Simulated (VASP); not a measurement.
Wanted: the native input for a VASP 6.6.1 run.

| Quantity | Value |
| --- | --- |
| Task | single point |
| Functional | BLYP |
| Potentials or basis | VASP PAW PBE potentials, release 64 (Cd, Se) |
| Cutoff | 520 eV |
| k mesh | 8 × 8 × 8 |
| Occupations | fermi-dirac, width 0.05 eV |
| Spin | no spin polarisation |
| Dipole correction | no |
| Further INCAR settings | ALGO = Normal; EDIFF = 1e-06; NBANDS = 16 |

The structure of CdSe lies in POSCAR:

```
CdSe
1.0
    0.0000000000      3.0702711986      3.0702711986
    3.0702711986      0.0000000000      3.0702711986
    3.0702711986      3.0702711986      0.0000000000
Cd Se
1 1
Direct
    0.0000000000      0.0000000000      0.0000000000
    0.2500000000      0.2500000000      0.2500000000
```

These files were run (other wordings do the same):

INCAR

```
PREC     = Accurate       # precision mode
ENCUT    = 520            # plane-wave cutoff, eV
EDIFF    = 1E-6           # SCF threshold, eV
ISMEAR   = -1             # smearing method
SIGMA    = 0.05           # smearing width, eV
LREAL    = False          # projectors in reciprocal space
LASPH    = True           # aspherical terms in the spheres
NELM     = 80             # most SCF steps
ALGO     = Normal         # electronic algorithm
ISIF     = 2              # what is computed and relaxed
LWAVE    = False          # write WAVECAR
LCHARG   = False          # write CHGCAR
GGA      = B5             # functional
ALDAX    = 1.0          
AGGAX    = 1.0          
AGGAC    = 1.0          
ALDAC    = 0.0          
NBANDS   = 16             # bands
```

KPOINTS

```
regular mesh
0
Gamma
  8 8 8
```

Potentials or basis: VASP PAW PBE potentials, release 64 (Cd, Se).

Command:

```console
$ cat potpaw_PBE.64/Cd/POTCAR potpaw_PBE.64/Se/POTCAR > POTCAR
$ mpirun -np 1 vasp_std > vasp.out
```

It gave:

| Property | Result |
| --- | --- |
| Pressure | 4.4 GPa |
| Band gap on the k mesh | 0.50 eV, direct |

Caveat: the PAW data sets were made with another functional, which shifts forces and pressure a little.

Wall time 30 s on 1 thread of AMD EPYC 7R43 64-Core Processor (Zen 3), on a shared host, peak memory 0.15 GiB.
